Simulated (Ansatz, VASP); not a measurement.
## Two plane-wave programs on Sc

```xyz
2
Lattice="3.3090 0.0000 0.0000 -1.6545 2.8657 0.0000 0.0000 0.0000 5.2733" Properties=species:S:1:pos:R:3 pbc="T T T"
Sc    0.0000    1.9105    1.3183
Sc    1.6545    0.9552    3.9550
```

Alike in both runs: task single point; functional RPBE; k mesh 8 × 8 × 5; occupations fermi-dirac, width 0.01 eV; no spin polarisation.

```csv
,VASP,Ansatz
version,VASP 6.6.1,Ansatz 0.2.0
potentials or method,"VASP PAW PBE potentials, release 64 (Sc_sv), cutoff 520 eV","plane waves, PAW"
valence electrons in the cell,22,22
```

```csv
,VASP,Ansatz,Ansatz less VASP
gap on the k mesh at the Fermi level (eV),none,none,-
pressure (GPa),1.4,1.3,-0.03
"traceless stress, the component that is largest in VASP (GPa)",-0.63,-0.64,-0.007
```

VASP's potentials were made for PBE, not for RPBE. A gap of «none» marks a metal or a gap that the smearing closes. Ansatz's warnings: near symmetry operations not taken.
